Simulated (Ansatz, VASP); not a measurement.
## One calculation of Cu, two programs

Contents of INCAR:

```
PREC = Accurate
ENCUT = 600
EDIFF = 1E-6
ISMEAR = -1
SIGMA = 0.05
LREAL = F
LASPH = T
NELM = 120
ALGO = Normal
ISIF = 2
LWAVE = F
LCHARG = F
GGA = PE
NBANDS = 12
GGA_COMPAT = F
```

KPOINTS

```
Automatic mesh
0
Gamma
  11 11 11
```

Contents of POSCAR:

```
Cu
1.0
    0.0000000000      1.8312856224      1.8312856224
    1.8312856224      0.0000000000      1.8312856224
    1.8312856224      1.8312856224      0.0000000000
Cu
1
Direct
    0.0000000000      0.0000000000      0.0000000000
```

Input for Ansatz:

```yaml
crystal:
  lattice:
    - [0.0, 1.8312856224049705, 1.8312856224049705]
    - [1.8312856224049705, 0.0, 1.8312856224049705]
    - [1.8312856224049705, 1.8312856224049705, 0.0]
  atoms:
    - { symbol: Cu, position: [0.0, 0.0, 0.0] }
basis:
  ecutwfc: 435.382179935808
kpoints:
  mp_grid:
    grid: [11, 11, 11]
hamiltonian:
  xc: pbe
scf:
  occupations:
    method: fermi_dirac
    width: 0.05
output:
  stress: true
```

Alike in both runs: task single point; functional PBE; k mesh 11 × 11 × 11; occupations fermi-dirac, width 0.05 eV; no spin polarisation.

```csv
,VASP,Ansatz
version,VASP 6.6.1,Ansatz 0.2.0
potentials or method,"VASP PAW PBE potentials, release 64 (Cu), cutoff 600 eV","plane waves, PAW"
valence electrons in the cell,11,19
```

```csv
,VASP,Ansatz,Ansatz less VASP
pressure (GPa),-3.2,-3.8,-0.60
```

VASP's potentials hold 11 valence electrons a cell and Ansatz's 19, so a difference there can come from the potentials and not from the codes.
